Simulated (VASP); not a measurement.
Here is a VASP 6.6.1 calculation.

The input INCAR:

```
SYSTEM = CdGeAs2
PREC = Accurate
ENCUT = 520
EDIFF = 1E-6
ISMEAR = -1
SIGMA = 0.05
LREAL = .False.
LASPH = .True.
NELM = 80
ALGO = Normal
ISIF = 2
LWAVE = .False.
LCHARG = .True.
GGA = CA
LELF = .True.
LVHAR = .True.
NBANDS = 46
```

The input KPOINTS:

```
regular mesh
0
Gamma
  6 6 6
  0 0 0
```

POSCAR

```
CdGeAs2
1.0
   -2.9888745628      2.9888745628      5.6642966801
    2.9888745628     -2.9888745628      5.6642966801
    2.9888745628      2.9888745628     -5.6642966801
Cd As Ge
2 4 2
Direct
    0.5000000000      0.5000000000      0.0000000000
    0.2500000000      0.7500000000      0.5000000000
    0.0962175700      0.1250000000      0.4712175700
    0.3750000000      0.9037824300      0.0287824300
    0.6537824300      0.6250000000      0.5287824300
    0.8750000000      0.3462175700      0.9712175700
    0.7500000000      0.2500000000      0.5000000000
    0.0000000000      0.0000000000      0.0000000000
```

Potentials or basis: VASP PAW LDA potentials, release 64 (Cd, As, Ge_d).

Run with:

```bash
$ cat potpaw_LDA.64/Cd/POTCAR potpaw_LDA.64/As/POTCAR potpaw_LDA.64/Ge_d/POTCAR > POTCAR
$ mpirun -np 1 vasp_std > vasp.out
```

Problem. What does it give for the pressure?

Solution. -2.3 GPa.

Problem. Estimate the largest force.

Solution. 0.211 eV/Å.

Problem. Estimate the band gap on the k mesh.

Solution. 0.19 eV (least direct gap 0.22 eV).

Stress tensor (GPa, compression positive):
```
-2.35  0.00  0.00
 0.00 -2.35  0.00
 0.00  0.00 -2.09
```

Caveat: semilocal functionals underestimate gaps, and a narrow one can read as zero. A k mesh can miss the band edges.
